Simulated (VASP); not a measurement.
# NaF (P6_3/mmc) in VASP: notebook, part 2 of 2

VASP 6.6.1.

## Step 4: Single point, r2SCAN+rVV10

This run uses another cell than the first one, of 11.98 Å³/atom, 0.962 times its volume.

POSCAR reads:

```
NaF
1.0
    3.1603484110      0.0000000000      0.0000000000
   -1.5801742055      2.7369420088      0.0000000000
    0.0000000000      0.0000000000      5.5419910632
Na F
2 2
Direct
    0.0000000000      0.0000000000      0.0000000000
    0.0000000000      0.0000000000      0.5000000000
    0.3333333333      0.6666666667      0.2500000000
    0.6666666667      0.3333333333      0.7500000000
```

INCAR.step1 reads:

```
SYSTEM = NaF
PREC     = Accurate       ! precision mode
ENCUT    = 520            ! plane-wave cutoff, eV
ISMEAR   = -1             ! smearing method
SIGMA    = 0.03           ! smearing width, eV
LREAL    = .False.        ! projectors in reciprocal space
LASPH    = .True.         ! aspherical terms in the spheres
NELM     = 100            ! most SCF steps
NBANDS   = 22             ! bands
GGA      = PE             ! functional
ALGO     = Normal         ! electronic algorithm
EDIFF    = 1E-4           ! SCF threshold, eV
LWAVE    = .True.         ! write WAVECAR
LCHARG   = .False.        ! write CHGCAR
```

INCAR.step2 reads:

```
SYSTEM = NaF
PREC     = Accurate       ! precision mode
ENCUT    = 520            ! plane-wave cutoff, eV
EDIFF    = 1E-6           ! SCF threshold, eV
ISMEAR   = -1             ! smearing method
SIGMA    = 0.03           ! smearing width, eV
LREAL    = .False.        ! projectors in reciprocal space
LASPH    = .True.         ! aspherical terms in the spheres
NELM     = 100            ! most SCF steps
ALGO     = Normal         ! electronic algorithm
ISIF     = 2              ! what is computed and relaxed
LWAVE    = .False.        ! write WAVECAR
LCHARG   = .True.         ! write CHGCAR
METAGGA  = R2SCAN         ! meta-GGA
LMIXTAU  = .True.       
LUSE_VDW = .True.       
IVDW_NL  = 2            
BPARAM   = 11.95        
CPARAM   = 0.0093       
LELF     = .True.         ! ELF
LVHAR    = .True.       
NBANDS   = 22             ! bands
ISTART   = 1
```

KPOINTS reads:

```
Automatic mesh
0
Gamma
  12 12 4
  0 0 0
```

Potentials or basis: VASP PAW PBE potentials, release 64 (Na_pv, F).

Command:

```bash
> cat potpaw_PBE.64/Na_pv/POTCAR potpaw_PBE.64/F/POTCAR > POTCAR
> cp INCAR.step1 INCAR
> mpirun -np 1 vasp_std > vasp.out
> cp INCAR.step2 INCAR
> mpirun -np 1 vasp_std > vasp.out
```

OUTCAR:

```text
SYSTEM = NaF
   PREC = Accurate
   ENCUT = 520
   EDIFF = 1E-6
   ISMEAR = -1
   LREAL = .False.
   LASPH = .True.
   NELM = 100
   ISIF = 2
   METAGGA = R2SCAN
   IVDW_NL = 2
   BPARAM = 11.95
   ISTART = 1

 ion  position               nearest neighbor table
   1  0.000  0.000  0.000-   3 2.29   4 2.29   4 2.29   3 2.29   4 2.29   3 2.29   2 2.77   2 2.77

   2  0.000  0.000  0.500-   3 2.29   4 2.29   4 2.29   3 2.29   4 2.29   3 2.29   1 2.77   1 2.77

   3  0.333  0.667  0.250-   1 2.29   2 2.29   1 2.29   2 2.29   1 2.29   2 2.29
   4  0.667  0.333  0.750-   1 2.29   2 2.29   1 2.29   2 2.29   1 2.29   2 2.29

  LATTYP: Found a hexagonal cell.
 ALAT       =     3.1603484110
 C/A-ratio  =     1.7536012941

  Lattice vectors:

 A1 = (   3.1603484110,   0.0000000000,   0.0000000000)
 A2 = (  -1.5801742055,   2.7369420088,   0.0000000000)
 A3 = (   0.0000000000,   0.0000000000,   5.5419910632)

Analysis of symmetry for initial positions (statically):
=====================================================================
 Subroutine PRICEL returns:
 Original cell was already a primitive cell.

 Routine SETGRP: Setting up the symmetry group for a
 hexagonal supercell.

 Subroutine GETGRP returns: Found 24 space group operations
 (whereof 12 operations were pure point group operations)
 out of a pool of 24 trial point group operations.

The static configuration has the point symmetry D_3d.
 The point group associated with its full space group is D_6h.

Analysis of symmetry for dynamics (positions and initial velocities):
=====================================================================
 Subroutine PRICEL returns:
 Original cell was already a primitive cell.

 Routine SETGRP: Setting up the symmetry group for a
 hexagonal supercell.

 Subroutine GETGRP returns: Found 24 space group operations
 (whereof 12 operations were pure point group operations)
 out of a pool of 24 trial point group operations.
[... 119 lines left out ...]
   EMIN   =  10.00;   EMAX   =-10.00  energy-range for DOS
   EFERMI =   0.00;   METHOD = LEGACY
   ISMEAR =    -1;   SIGMA  =   0.03  broadening in eV -4-tet -1-fermi 0-gaus
   EFERMI_NEDOS =   21; number of points for ismear=-14 and -15
   IALGO  =     38    algorithm
   IMIX   =      4    mixing-type and parameters
     AMIX     =   0.40;   BMIX     =  1.00
     AMIX_MAG =   1.60;   BMIX_MAG =  1.00
  volume/ion in A,a.u.               =      11.98        80.87
  Fermi-wavevector in a.u.,A,eV,Ry     =   1.368481  2.586054 25.480171  1.872740
  Thomas-Fermi vector in A             =   2.494441
   LORBIT       =      0    0 simple, 1 ext, 2 COOP (PROOUT), +10 PAW based schemes
   METAGGA = R2SCAN    functional components
   LHFCALC =     F    Hartree Fock is set to
   AEXX    =    0.0000 exact exchange contribution
   IVDW_NL    =     2    kernel type
   BPARAM     =11.9500
   IVDW    =     0    specifies the selected vdW correction
   LEPSILON=     F    determine dielectric tensor
   LRPA    =     F    only Hartree local field effects (RPA)
 non-spin polarized calculation
  energy-cutoff  :      520.00
  volume of cell :       47.94
 maximum number of plane-waves:      1305
 NGX is ok and might be reduce to    24
   NGX = 11   NGY = 11   NGZ = 21

 number of electron      28.0000004 magnetization

 Free energy of the ion-electron system (eV)
  ---------------------------------------------------
  ext. energy  EPLUGINS =         0.00000000
  ---------------------------------------------------
  free energy    TOTEN  =       -23.99843439 eV

  energy without entropy =      -23.99843439  energy(sigma->0) =      -23.99843439

 E-fermi :  -1.8189     XC(G=0): -10.0317

 val. band max:       -2.4729789976   @ k =   0.0000   0.0000   0.0000
 cond. band min:       4.7481295260   @ k =   0.0000   0.0000   0.0000
 fundamental gap:      7.2211085237
 Fermi energy:        -1.8189239084

 k-point     1 :       0.0000    0.0000    0.0000
  band No.  band energies     occupation
      1     -23.4268      2.00000
      2     -22.9080      2.00000
      3     -22.0808      2.00000
      4     -22.0805      2.00000
      5     -22.0458      2.00000
      6     -22.0455      2.00000
[... 589 lines left out ...]
     21      19.3853      0.00000
     22      19.4916      0.00000

 [... further k-points ...]
[... 5 lines left out ...]
  --------------------------------------------------------------------------------------
  -------------------------------------------------------------------------------------
  Total       -0.1638593     -0.1638593     -0.2003020      0.0000000     -0.0000000      0.0000000
  in kB       -5.4766545     -5.4766545     -6.6946732      0.0000000     -0.0000000      0.0000000
  external PRESSURE =      -5.8826608 kB  Pullay stress =       0.0000000 kB

 VOLUME and BASIS-vectors are now :
 -----------------------------------------------------------------------------
  energy-cutoff  :      520.00
  volume of cell :       47.94
      direct lattice vectors                 reciprocal lattice vectors
     3.160348411  0.000000000  0.000000000     0.316420809  0.182685639  0.000000000
    -1.580174206  2.736942009  0.000000000     0.000000000  0.365371278  0.000000000
     0.000000000  0.000000000  5.541991063     0.000000000  0.000000000  0.180440565

 POSITION                                       TOTAL-FORCE (eV/Angst)
 -----------------------------------------------------------------------------------
      0.00000      0.00000      0.00000        -0.000000     -0.000000      0.000000
      0.00000      0.00000      2.77100        -0.000000     -0.000000      0.000000
     -0.00000      1.82463      1.38550         0.000000     -0.000000      0.000000
      1.58017      0.91231      4.15649        -0.000000      0.000000     -0.000000
 -----------------------------------------------------------------------------------
    total drift:                               -0.000000      0.000000     -0.000000

  FREE ENERGIE OF THE ION-ELECTRON SYSTEM (eV)
  ---------------------------------------------------
  free  energy   TOTEN  =       -23.9984343905 eV

  energy  without entropy=      -23.9984343905  energy(sigma->0) =      -23.99843439
```

Wall time 89 s (1 thread of Intel Xeon 6975P-C (Granite Rapids), shared host); peak memory 0.29 GiB.

Results:

```yaml
Free_energy: -23.9984 eV
Pressure: -0.6 GPa
Band_gap_on_the_k_mesh: 7.22 eV, direct
```

Caveat: the PAW data sets were made with another functional, which shifts forces and pressure a little. r2SCAN opens gaps a little over a GGA but as a rule still falls short of measured ones.

## Step 5: The runs side by side

| task | level | cell | k mesh | cutoff (eV) | gap on the mesh (eV) | pressure (GPa) |
| --- | --- | --- | --- | --- | --- | --- |
| single point | PBEsol | a = 3.202, b = 3.202, c = 5.613 Å, angles 90.0, 90.0, 120.0°, 4 atoms | 9 × 9 × 4 | 520 | 6.08 | 0.0 |
| relaxation of cell and atoms | PBEsol | relaxed from a = 2.950, b = 2.950, c = 4.809 Å, angles 90.0, 90.0, 120.0°, 4 atoms | 9 × 9 × 4 | 600 | 6.15 | 0.0 |
| single point | r2SCAN+rVV10 | a = 3.160, b = 3.160, c = 5.542 Å, angles 90.0, 90.0, 120.0°, 4 atoms | 12 × 12 × 4 | 520 | 7.22 | -0.6 |

Alike in all rows: potentials or basis VASP PAW PBE potentials, release 64 (Na_pv, F); no spin polarisation; smearing fermi-dirac 0.03 eV.

Caveats: the PAW data sets were made with another functional, which shifts forces and pressure a little; the volume moved by over 15 % at a fixed basis, so the end points are rough (some runs).

Total energies depend on the potentials used, so only differences within one code and one set of settings carry meaning.
